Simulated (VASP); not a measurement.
A run of VASP 6.6.1:

INCAR

```
SYSTEM = Rh
PREC = Accurate ; ENCUT = 520
EDIFF = 1E-6 ; ISMEAR = -1
SIGMA = 0.1 ; LREAL = .False.
LASPH = .True. ; NELM = 80
ALGO = Normal ; ISIF = 2
LWAVE = .False. ; LCHARG = .True.
GGA = PE ; LELF = .True.
LVHAR = .True. ; NBANDS = 14
```

Contents of KPOINTS:

```
Automatic mesh
0
Gamma
  17 17 15
  0 0 0
```

Contents of POSCAR:

```
Rh
1.0
    2.2391282396      0.0000000000      0.0000000000
   -1.1195641198      1.9391419378      0.0000000000
    0.0000000000      0.0000000000      2.1213506196
Rh
1
Direct
    0.0000000000      0.0000000000      0.0000000000
```

Potentials or basis: VASP PAW PBE potentials, release 64 (Rh_pv).

Launch:

```sh
$ cat potpaw_PBE.64/Rh_pv/POTCAR > POTCAR
$ mpirun -np 1 vasp_std > vasp.out
```

Hardware: 1 thread of Intel(R) Xeon(R) 6975P-C (Granite Rapids), on a shared host.

**Question.** Estimate the wall time of this run.

**Answer.** Wall time 11 s on 1 thread of Intel(R) Xeon(R) 6975P-C (Granite Rapids), on a shared host, peak memory 0.14 GiB. Counts: scf iterations 11, k points 264.
